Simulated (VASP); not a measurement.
Input of a VASP 6.6.1 run:

File INCAR:

```
SYSTEM = SbTe2O
  PREC = Accurate
  ENCUT = 520
  EDIFF = 1E-6
  ISMEAR = 0
  SIGMA = 0.1
  LREAL = .False.
  LASPH = .True.
  NELM = 100
  ALGO = Normal
  ISIF = 2
  LWAVE = .False.
  LCHARG = .False.
  GGA = PE
  NBANDS = 20
```

The input KPOINTS:

```
regular mesh
0
Gamma
  12 12 12
  0 0 0
```

Contents of POSCAR:

```
SbTe2O
1.0
    5.5947200511      0.0000000000      0.0000000000
   -2.7973600256      4.8451696913      0.0000000000
    0.0000000000      0.0000000000      4.0424918531
Sb Te O
1 2 1
Direct
    0.0000000000      0.0000000000      0.0000000000
    0.3333333333      0.6666666667      0.0000000000
    0.6666666667      0.3333333333      0.0000000000
    0.0000000000      0.0000000000      0.5000000000
```

Potentials or basis: VASP PAW PBE potentials, release 64 (Sb, Te, O).

Launch:

```sh
$ cat potpaw_PBE.64/Sb/POTCAR potpaw_PBE.64/Te/POTCAR potpaw_PBE.64/O/POTCAR > POTCAR
$ mpirun -np 1 vasp_std > vasp.out
```

**Question.** Estimate the pressure.

**Answer.** -0.1 GPa.

**Question.** Estimate the band gap on the k mesh.

**Answer.** Zero (an odd number of electrons rules out a gap without spin polarisation).

Stress tensor (GPa, compression positive):
```
-0.12  0.00  0.00
 0.00 -0.12  0.00
 0.00  0.00  0.05
```

Caveat: spin-orbit coupling is left out, which moves the levels of the heavy elements; an odd number of electrons without spin polarisation forces a metal; a magnetic or distorted state may lie lower.
